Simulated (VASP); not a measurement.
# ZnOs3 (Pm-3m) in VASP: notebook

ZnOs3 is run at these levels: PBE; tasks: single point, relaxation of cell and atoms.

Program: VASP 6.6.1. These are calculated values, not measurements. Logs are shortened: lines on timing, memory, paths and dates and some standing lists are left out, and cuts for length are marked.

## 1. The cell of the first run

The structure is cubic, space group Pm-3m (No. 221). Conventional cell: a = 3.860 Å, b = 3.860 Å, c = 3.860 Å, α = 90.00°, β = 90.00°, γ = 90.00°. Zn (site symmetry m-3m) has 12 Os at 2.73 Å within 3.6 Å. Os (site symmetry 4/mmm) has 4 Zn at 2.73 Å and 8 Os at 2.73 Å within 3.6 Å.

## 2. Single point, PBE

The input, INCAR:

```
SYSTEM = ZnOs3
PREC = Accurate
ENCUT = 520
EDIFF = 1E-6
ISMEAR = 0
SIGMA = 0.1
LREAL = .False.
LASPH = .True.
NELM = 100
ALGO = Normal
ISIF = 2
LWAVE = .False.
LCHARG = .False.
GGA = PE
NBANDS = 26
```

The input, KPOINTS:

```
Automatic mesh
0
Gamma
  4 4 4
  0 0 0
```

The input, POSCAR:

```
ZnOs3
1.0
    3.8602605059      0.0000000000      0.0000000000
    0.0000000000      3.8602605059      0.0000000000
    0.0000000000      0.0000000000      3.8602605059
Zn Os
1 3
Direct
    0.0000000000      0.0000000000      0.0000000000
    0.0000000000      0.5000000000      0.5000000000
    0.5000000000      0.0000000000      0.5000000000
    0.5000000000      0.5000000000      0.0000000000
```

Potentials or basis: VASP PAW PBE potentials, release 64 (Zn, Os).

Command:

```bash
$ cat potpaw_PBE.64/Zn/POTCAR potpaw_PBE.64/Os/POTCAR > POTCAR
$ mpirun -np 1 vasp_std > vasp.out
```

OUTCAR:

```text
SYSTEM = ZnOs3
   PREC = Accurate
   ENCUT = 520
   EDIFF = 1E-6
   ISMEAR = 0
   LREAL = .False.
   LASPH = .True.
   NELM = 100
   ISIF = 2
   GGA = PE

 ion  position               nearest neighbor table
   1  0.000  0.000  0.000-   2 2.73   3 2.73   4 2.73   2 2.73   3 2.73   2 2.73   4 2.73   2 2.73
                             3 2.73   4 2.73   3 2.73   4 2.73
   2  0.000  0.500  0.500-   1 2.73   3 2.73   4 2.73   1 2.73   4 2.73   1 2.73   3 2.73   1 2.73
                             3 2.73   4 2.73   4 2.73   3 2.73
   3  0.500  0.000  0.500-   1 2.73   2 2.73   4 2.73   1 2.73   4 2.73   2 2.73   4 2.73   4 2.73
                             1 2.73   2 2.73   1 2.73   2 2.73
   4  0.500  0.500  0.000-   1 2.73   2 2.73   3 2.73   2 2.73   3 2.73   1 2.73   3 2.73   3 2.73
                             1 2.73   2 2.73   2 2.73   1 2.73

  LATTYP: Found a simple cubic cell.
 ALAT       =     3.8602605059

  Lattice vectors:

 A1 = (   3.8602605059,   0.0000000000,   0.0000000000)
 A2 = (   0.0000000000,   3.8602605059,   0.0000000000)
 A3 = (   0.0000000000,   0.0000000000,   3.8602605059)

Analysis of symmetry for initial positions (statically):
=====================================================================
 Subroutine PRICEL returns:
 Original cell was already a primitive cell.

 Routine SETGRP: Setting up the symmetry group for a
 simple cubic supercell.

 Subroutine GETGRP returns: Found 48 space group operations
 (whereof 48 operations were pure point group operations)
 out of a pool of 48 trial point group operations.

The static configuration has the point symmetry O_h .

Analysis of symmetry for dynamics (positions and initial velocities):
=====================================================================
 Subroutine PRICEL returns:
 Original cell was already a primitive cell.

 Routine SETGRP: Setting up the symmetry group for a
 simple cubic supercell.

 Subroutine GETGRP returns: Found 48 space group operations
 (whereof 48 operations were pure point group operations)
 out of a pool of 48 trial point group operations.

The dynamic configuration has the point symmetry O_h .

 Subroutine INISYM returns: Found 48 space group operations
 (whereof 48 operations are pure point group operations),
 and found     1 'primitive' translations

----------------------------------------------------------------------------------------

                                     Primitive cell

  volume of cell :      57.5241

  direct lattice vectors                    reciprocal lattice vectors
     3.860260506  0.000000000  0.000000000     0.259049875  0.000000000  0.000000000
[... 80 lines left out ...]
   NFREE  =      0    steps in history (QN), initial steepest desc. (CG)
   ISIF   =      2    stress and relaxation
   ISYM   =      2    0-nonsym 1-usesym 2-fastsym
   POTIM  = 0.5000    time-step for ionic-motion
   TEBEG  =    0.0;   TEEND  =   0.0 temperature during run
   PSTRESS=    0.0 pullay stress
   NELECT =      36.0000    total number of electrons
   NUPDOWN=      -1.0000    fix difference up-down
   EMIN   =  10.00;   EMAX   =-10.00  energy-range for DOS
   EFERMI =   0.00;   METHOD = LEGACY
   ISMEAR =     0;   SIGMA  =   0.10  broadening in eV -4-tet -1-fermi 0-gaus
   EFERMI_NEDOS =   21; number of points for ismear=-14 and -15
   IALGO  =     38    algorithm
   IMIX   =      4    mixing-type and parameters
     AMIX     =   0.40;   BMIX     =  1.00
     AMIX_MAG =   1.60;   BMIX_MAG =  1.00
  volume/ion in A,a.u.               =      14.38        97.05
  Fermi-wavevector in a.u.,A,eV,Ry     =   1.400315  2.646212 26.679418  1.960882
  Thomas-Fermi vector in A             =   2.523288
   LORBIT       =      0    0 simple, 1 ext, 2 COOP (PROOUT), +10 PAW based schemes
   GGA     = PE    functional components
   LHFCALC =     F    Hartree Fock is set to
   AEXX    =    0.0000 exact exchange contribution
   IVDW    =     0    specifies the selected vdW correction
   LEPSILON=     F    determine dielectric tensor
   LRPA    =     F    only Hartree local field effects (RPA)
 non-spin polarized calculation
 Gauss-broadening in eV      SIGMA  =   0.10
  energy-cutoff  :      520.00
  volume of cell :       57.52
 maximum number of plane-waves:      1596
 NGX is ok and might be reduce to    30
   NGX = 15   NGY = 15   NGZ = 15

 number of electron      35.9999970 magnetization

 Free energy of the ion-electron system (eV)
  ---------------------------------------------------
  ext. energy  EPLUGINS =         0.00000000
  ---------------------------------------------------
  free energy    TOTEN  =       -32.47865305 eV

  energy without entropy =      -32.42415156  energy(sigma->0) =      -32.45140230

 E-fermi :   7.3750     XC(G=0): -13.4081

 val. band max:        7.3267137319   @ k =   0.5000   0.5000   0.5000
 cond. band min:       7.3899422060   @ k =   0.2500   0.2500   0.2500
 fundamental gap:      0.0632284741
 Fermi energy:         7.3749796175

 k-point     1 :       0.0000    0.0000    0.0000
  band No.  band energies     occupation
      1      -3.1172      2.00000
      2      -0.4459      2.00000
      3      -0.4459      2.00000
      4      -0.1813      2.00000
      5      -0.1813      2.00000
      6      -0.1813      2.00000
[... 279 lines left out ...]
     25      13.0369      0.00000
     26      14.7685      0.00000

------------------------ aborting loop because EDIFF is reached ----------------------------------------

  FORCE on cell =-STRESS in cart. coord.  units (eV):
  Direction    XX          YY          ZZ          XY          YZ          ZX
  --------------------------------------------------------------------------------------
  -------------------------------------------------------------------------------------
  Total        0.0627842      0.0627842      0.0627842      0.0000000      0.0000000     -0.0000000
  in kB        1.7486835      1.7486835      1.7486835      0.0000000      0.0000000     -0.0000000
  external PRESSURE =       1.7486835 kB  Pullay stress =       0.0000000 kB

 VOLUME and BASIS-vectors are now :
 -----------------------------------------------------------------------------
  energy-cutoff  :      520.00
  volume of cell :       57.52
      direct lattice vectors                 reciprocal lattice vectors
     3.860260506  0.000000000  0.000000000     0.259049875  0.000000000  0.000000000
     0.000000000  3.860260506  0.000000000     0.000000000  0.259049875  0.000000000
     0.000000000  0.000000000  3.860260506     0.000000000  0.000000000  0.259049875

 POSITION                                       TOTAL-FORCE (eV/Angst)
 -----------------------------------------------------------------------------------
      0.00000      0.00000      0.00000         0.000000      0.000000      0.000000
      0.00000      1.93013      1.93013         0.000000      0.000000      0.000000
      1.93013      0.00000      1.93013         0.000000      0.000000      0.000000
      1.93013      1.93013      0.00000         0.000000      0.000000      0.000000
 -----------------------------------------------------------------------------------
    total drift:                               -0.000000      0.000000     -0.000000

  FREE ENERGIE OF THE ION-ELECTRON SYSTEM (eV)
  ---------------------------------------------------
  free  energy   TOTEN  =       -32.4786530505 eV

  energy  without entropy=      -32.4241515590  energy(sigma->0) =      -32.45140230
```

OSZICAR:

```text
N       E                     dE             d eps       ncg     rms          rms(c)
DAV:   1     0.279886505599E+03    0.27989E+03   -0.17306E+04   528   0.166E+03
DAV:   2    -0.666079091145E+01   -0.28655E+03   -0.27229E+03   522   0.436E+02
DAV:   3    -0.334228780434E+02   -0.26762E+02   -0.25211E+02   654   0.124E+02
DAV:   4    -0.343824937258E+02   -0.95962E+00   -0.92636E+00   574   0.228E+01
DAV:   5    -0.343953060409E+02   -0.12812E-01   -0.12762E-01   582   0.213E+00    0.249E+01
DAV:   6    -0.328092559365E+02    0.15861E+01   -0.24108E+00   678   0.214E+01    0.122E+01
DAV:   7    -0.325145986459E+02    0.29466E+00   -0.11669E+00   696   0.954E+00    0.113E+00
DAV:   8    -0.324853575406E+02    0.29241E-01   -0.11399E-01   632   0.824E+00    0.125E+00
DAV:   9    -0.324789602838E+02    0.63973E-02   -0.32504E-02   604   0.159E+00    0.220E-01
DAV:  10    -0.324786306516E+02    0.32963E-03   -0.12813E-03   692   0.565E-01    0.545E-02
DAV:  11    -0.324786534038E+02   -0.22752E-04   -0.15261E-04   552   0.102E-01    0.171E-02
DAV:  12    -0.324786535208E+02   -0.11702E-06   -0.23335E-05   692   0.952E-02    0.407E-03
DAV:  13    -0.324786530505E+02    0.47025E-06   -0.29645E-06   478   0.123E-02
   1 F= -.32478653E+02 E0= -.32451402E+02  d E =-.545015E-01
```

stdout:

```text
POSCAR found type information on POSCAR ZnOs
 POSCAR found :  2 types and       4 ions
 scaLAPACK will be used
 LDA part: xc-table for (Slater+PW92), standard interpolation
 POSCAR, INCAR and KPOINTS ok, starting setup
 FFT: planning ... GRIDC
 FFT: planning ... GRID_SOFT
 FFT: planning ... GRID
 WAVECAR not read
 entering main loop
```

It took 29 s on 1 thread of AMD EPYC 7R13, shared host; peak memory 0.14 GiB.

Results:

```
Free energy            : -32.4787 eV
Pressure               : 0.2 GPa
Band gap on the k mesh : zero (band 18 reaches 8.60 eV, above the bottom of band 19 at 6.82 eV)
```

Caveat: the k points lie up to 0.41 Å⁻¹ apart; spin-orbit coupling is left out, which moves the levels of the heavy elements.

[end of part 1 of 2]
